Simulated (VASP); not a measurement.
Crystal: MnF2.

```
CELL_PARAMETERS angstrom
4.85090 0.00000 0.00000
0.00000 4.85090 0.00000
0.00000 0.00000 3.30430
ATOMIC_POSITIONS crystal
F 0.30460 0.30460 0.00000
F 0.19540 0.80460 0.50000
F 0.69540 0.69540 0.00000
F 0.80460 0.19540 0.50000
Mn 0.00000 0.00000 0.00000
Mn 0.50000 0.50000 0.50000
```

Base run:

| Item | Value |
| --- | --- |
| Program | VASP 6.6.1 |
| Functional | PBE |
| Potentials or basis | VASP PAW PBE potentials, release 64 (F, Mn_pv) |
| Cutoff | 520 eV |
| k mesh | 5 × 5 × 6 |
| Occupations | gaussian, width 0.02 eV |
| Spin | collinear spin, ferromagnetic start |
| Starting moments | [0.0, 0.0, 0.0, 0.0, 5.0, 5.0] μB |
| Fixed moment | 10 μB |
| Hubbard terms | Mn d U = 3.9 eV |

Its results: pressure 6.1 GPa; site moments F +0.06; Mn +4.69 μB; largest force 0.012 eV/Å.

**Question.** The run is repeated on the same cell with these changes: fixed moment from 10 μB to 2 μB; moments at the start from [0.0, 0.0, 0.0, 0.0, 5.0, 5.0] to [0.0, 0.0, 0.0, 0.0, 1.0, 1.0]. What comes out?

**Answer.** Pressure -9.1 GPa; site moments F +0.00; Mn +0.95 μB; largest force 0.119 eV/Å.

Caveats: the total moment is fixed, so each spin has its own Fermi level; only a ferromagnetic start was run, and an antiferromagnetic order may lie lower in energy.
